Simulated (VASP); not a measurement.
# C (C2/m) in VASP: further runs, part 2 of 2

VASP 6.6.1.

### 3 Single point, r2SCAN (atoms displaced along a vibrational mode)

File POSCAR:

```
C
1.0
    0.0000000000     -1.7834000000     -1.7834000000
   -1.7834000000      0.0000000000     -1.7834000000
    1.7834000000      1.7834000000     -3.5668000000
C
4
Direct
    0.7431325243      0.7431325243      0.7500000126
    0.2568674757      0.2568674757      0.2499999874
    0.3681325243      0.3681325243      0.8750000126
    0.8818674757      0.8818674757      0.3749999874
```

File INCAR.step1:

```
SYSTEM = C
PREC = Accurate
ENCUT = 660
ISMEAR = 0
SIGMA = 0.05
LREAL = .FALSE.
LASPH = .TRUE.
NELM = 120
NBANDS = 16
GGA = PE
ALGO = Normal
EDIFF = 1E-5
LWAVE = .TRUE.
LCHARG = .FALSE.
GGA_COMPAT = .FALSE.
```

File INCAR.step2:

```
SYSTEM = C
PREC = Accurate
ENCUT = 660
EDIFF = 1E-6
ISMEAR = 0
SIGMA = 0.05
LREAL = .FALSE.
LASPH = .TRUE.
NELM = 120
ALGO = Normal
ISIF = 2
LWAVE = .FALSE.
LCHARG = .FALSE.
METAGGA = R2SCAN
LMIXTAU = .TRUE.
NBANDS = 16
ISTART = 1
GGA_COMPAT = .FALSE.
```

File KPOINTS:

```
regular mesh
0
G
  12 12 10
  0 0 0
```

Potentials or basis: VASP PAW PBE potentials, release 64 (C).

Command:

```console
$ cat potpaw_PBE.64/C/POTCAR > POTCAR
$ cp INCAR.step1 INCAR
$ mpirun -np 1 vasp_std > vasp.out
$ cp INCAR.step2 INCAR
$ mpirun -np 1 vasp_std > vasp.out
```

OUTCAR:

```text
SYSTEM = C
   PREC = Accurate
   ENCUT = 660
   EDIFF = 1E-6
   ISMEAR = 0
   LREAL = .FALSE.
   LASPH = .TRUE.
   NELM = 120
   ISIF = 2
   METAGGA = R2SCAN
   ISTART = 1

 ion  position               nearest neighbor table
   1  0.743  0.743  0.750-   3 1.54   3 1.54   3 1.54   4 1.55
   2  0.257  0.257  0.250-   4 1.54   4 1.54   4 1.54   3 1.55
   3  0.368  0.368  0.875-   1 1.54   1 1.54   1 1.54   2 1.55
   4  0.882  0.882  0.375-   2 1.54   2 1.54   2 1.54   1 1.55

  LATTYP: Found a trigonal (rhomboedric) cell.
 ALAT       =     4.3684200073
 COS(alpha) =     0.8333333333

  Lattice vectors:

 A1 = (   1.7834000000,   3.5668000000,  -1.7834000000)
 A2 = (   3.5668000000,   1.7834000000,  -1.7834000000)
 A3 = (   1.7834000000,   1.7834000000,  -3.5668000000)

Analysis of symmetry for initial positions (statically):
=====================================================================
 Subroutine PRICEL returns:
 Original cell was already a primitive cell.

 Routine SETGRP: Setting up the symmetry group for a
 trigonal (rhombohedral) supercell.

 Subroutine GETGRP returns: Found  4 space group operations
 (whereof  2 operations were pure point group operations)
 out of a pool of 12 trial point group operations.

The static configuration has the point symmetry C_1h.
 The point group associated with its full space group is C_2h.

Analysis of symmetry for dynamics (positions and initial velocities):
=====================================================================
 Subroutine PRICEL returns:
 Original cell was already a primitive cell.

 Routine SETGRP: Setting up the symmetry group for a
 trigonal (rhombohedral) supercell.

 Subroutine GETGRP returns: Found  4 space group operations
 (whereof  2 operations were pure point group operations)
 out of a pool of 12 trial point group operations.

[... 146 lines left out ...]
     AMIX     =   0.40;   BMIX     =  1.00
     AMIX_MAG =   1.60;   BMIX_MAG =  1.00
  volume/ion in A,a.u.               =       5.67        38.28
  Fermi-wavevector in a.u.,A,eV,Ry     =   1.457178  2.753668 28.890189  2.123369
  Thomas-Fermi vector in A             =   2.574010
   LORBIT       =      0    0 simple, 1 ext, 2 COOP (PROOUT), +10 PAW based schemes
   METAGGA = R2SCAN    functional components
   LHFCALC =     F    Hartree Fock is set to
   AEXX    =    0.0000 exact exchange contribution
   IVDW    =     0    specifies the selected vdW correction
   LEPSILON=     F    determine dielectric tensor
   LRPA    =     F    only Hartree local field effects (RPA)
 non-spin polarized calculation
 Gauss-broadening in eV      SIGMA  =   0.05
  energy-cutoff  :      660.00
  volume of cell :       22.69
 maximum number of plane-waves:       886
 NGX is ok and might be reduce to    24
   NGX = 11   NGY = 11   NGZ = 19

 number of electron      16.0000000 magnetization

 Free energy of the ion-electron system (eV)
  ---------------------------------------------------
  ext. energy  EPLUGINS =         0.00000000
  ---------------------------------------------------
  free energy    TOTEN  =       -39.31320521 eV

  energy without entropy =      -39.31320521  energy(sigma->0) =      -39.31320521

 E-fermi :  10.0142     XC(G=0): -14.2578

 val. band max:        9.7228739022   @ k =   0.0000   0.0000   0.0000
 cond. band min:      14.0505823460   @ k =  -0.3333  -0.3333   0.3000
 fundamental gap:      4.3277084438
 Fermi energy:        10.0142324726

 k-point     1 :       0.0000    0.0000    0.0000
  band No.  band energies     occupation
      1     -12.9834      2.00000
      2      -7.0403      2.00000
      3      -4.3287      2.00000
      4       6.7362      2.00000
      5       6.7410      2.00000
      6       9.6856      2.00000
[... 433 lines left out ...]
      3      -1.9399      2.00000
      4      -1.0831      2.00000
      5       1.2479      2.00000
      6       1.9711      2.00000
[... 8 lines left out ...]
     15      24.9407      0.00000
     16      25.8060      0.00000

 [... further k-points ...]

------------------------ aborting loop because EDIFF is reached ----------------------------------------

  FORCE on cell =-STRESS in cart. coord.  units (eV):
  Direction    XX          YY          ZZ          XY          YZ          ZX
  --------------------------------------------------------------------------------------
  -------------------------------------------------------------------------------------
  Total       -0.3142224     -0.3142224     -0.3611729     -0.0055963     -0.0112061     -0.0112061
  in kB      -22.1891924    -22.1891924    -25.5046558     -0.3951911     -0.7913339     -0.7913336
  external PRESSURE =     -23.2943469 kB  Pullay stress =       0.0000000 kB

 VOLUME and BASIS-vectors are now :
 -----------------------------------------------------------------------------
  energy-cutoff  :      660.00
  volume of cell :       22.69
      direct lattice vectors                 reciprocal lattice vectors
     0.000000000 -1.783400000 -1.783400000     0.140181675 -0.420545026 -0.140181675
    -1.783400000  0.000000000 -1.783400000    -0.420545026  0.140181675 -0.140181675
     1.783400000  1.783400000 -3.566800000     0.140181675  0.140181675 -0.140181675

 POSITION                                       TOTAL-FORCE (eV/Angst)
 -----------------------------------------------------------------------------------
      0.01225      0.01225     -5.32571        -0.172767     -0.172767     -0.338472
     -0.01225     -0.01225     -1.80789         0.165949      0.165949      0.338561
      0.90395      0.90395     -4.43401        -0.165949     -0.165949     -0.338561
     -0.90395     -0.90395     -4.48299         0.172767      0.172767      0.338472
 -----------------------------------------------------------------------------------
    total drift:                               -0.000000     -0.000000      0.000000

  FREE ENERGIE OF THE ION-ELECTRON SYSTEM (eV)
  ---------------------------------------------------
  free  energy   TOTEN  =       -39.3132052116 eV

  energy  without entropy=      -39.3132052116  energy(sigma->0) =      -39.31320521
```

OUTCAR.step1:

```text
SYSTEM = C
   PREC = Accurate
   ENCUT = 660
   ISMEAR = 0
   LREAL = .FALSE.
   LASPH = .TRUE.
[... 710 lines left out ...]
     -0.01225     -0.01225     -1.80789         0.158281      0.158281      0.323685
      0.90395      0.90395     -4.43401        -0.158281     -0.158281     -0.323685
     -0.90395     -0.90395     -4.48299         0.165365      0.165365      0.323260
 -----------------------------------------------------------------------------------
    total drift:                               -0.000000     -0.000000      0.000000

  FREE ENERGIE OF THE ION-ELECTRON SYSTEM (eV)
  ---------------------------------------------------
  free  energy   TOTEN  =       -36.3646818922 eV

  energy  without entropy=      -36.3646818922  energy(sigma->0) =      -36.36468189
```

OSZICAR.step1:

```text
N       E                     dE             d eps       ncg     rms          rms(c)
DAV:   1     0.288638703947E+02    0.28864E+02   -0.95879E+03 12736   0.118E+03
DAV:   2    -0.354689934066E+02   -0.64333E+02   -0.59208E+02 18312   0.205E+02
DAV:   3    -0.376268300703E+02   -0.21578E+01   -0.21497E+01 14672   0.322E+01
DAV:   4    -0.376348793831E+02   -0.80493E-02   -0.80485E-02 15304   0.243E+00
DAV:   5    -0.376349167817E+02   -0.37399E-04   -0.37399E-04 14344   0.150E-01    0.781E+00
DAV:   6    -0.366821179035E+02    0.95280E+00   -0.58594E-01 14920   0.483E+00    0.466E+00
DAV:   7    -0.363617072631E+02    0.32041E+00   -0.68118E-01 15928   0.542E+00    0.103E+00
DAV:   8    -0.363645733787E+02   -0.28661E-02   -0.13782E-02 14312   0.782E-01    0.581E-02
DAV:   9    -0.363646455717E+02   -0.72193E-04   -0.15800E-04 16136   0.943E-02    0.274E-02
DAV:  10    -0.363646820403E+02   -0.36469E-04   -0.30929E-05 12912   0.467E-02    0.628E-03
DAV:  11    -0.363646818922E+02    0.14810E-06   -0.32477E-07  6448   0.473E-03
   1 F= -.36364682E+02 E0= -.36364682E+02  d E =-.100000E-12
```

It took 13 min on 1 thread of Oxide Virtual Turin-like, shared host; peak memory 0.24 GiB.

What came out:

```yaml
Free_energy: -39.3132 eV
Pressure: -2.3 GPa
Largest_force: 0.417 eV/Å
Band_gap_on_the_k_mesh: 4.33 eV
```

Forces in eV/Å, atoms in the order of the input:
```
C   -0.173 -0.173 -0.338
C    0.166  0.166  0.339
C   -0.166 -0.166 -0.339
C    0.173  0.173  0.338
```

Caveat: the cell differs from its parent crystal (atoms displaced along a vibrational mode); the PAW data sets were made with another functional, which shifts forces and pressure a little. A k mesh can miss the band edges.
